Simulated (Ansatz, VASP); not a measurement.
## TiC in VASP and in Ansatz

```xyz
2
Lattice="-0.0256 2.0809 2.0995 2.1606 -0.0311 2.1050 2.1455 2.0713 -0.0159" Properties=species:S:1:pos:R:3 pbc="T T T"
Ti   -0.0817    0.0901   -0.0847
C     2.2219    1.9705    2.1789
```

Change from the starting cell: all atoms moved at random, cell strained at random.

Alike in both runs: task single point; functional PBEsol; k mesh 14 × 14 × 14; occupations gaussian, width 0.1 eV; no spin polarisation.

|  | VASP | Ansatz |
| --- | --- | --- |
| version | VASP 6.6.1 | Ansatz 0.2.0 |
| potentials or method | VASP PAW PBE potentials, release 64 (Ti_sv, C), cutoff 520 eV | scalar-relativistic, plane waves, PAW |
| valence electrons in the cell | 16 | 16 |

VASP gave:

* gap on the k mesh at the Fermi level (eV): 0.30
* least direct gap on the mesh (eV): 0.49
* pressure (GPa): 22.6
* traceless stress, the component that is largest in VASP (GPa): -12.58
* rms of the force components (eV/Å): 1.806

**Question.** What did Ansatz give for the same quantities?

**Answer.** gap on the k mesh at the Fermi level (eV): 0.30; least direct gap on the mesh (eV): 0.49; pressure (GPa): 22.3; traceless stress, the component that is largest in VASP (GPa): -12.52; rms of the force components (eV/Å): 1.801.

VASP's potentials were made for PBE, not for PBEsol. Atom by atom the forces differ by 0.006 eV/Å (rms over components). With one functional, cell and mesh, what is left measures potentials, basis and numerics.
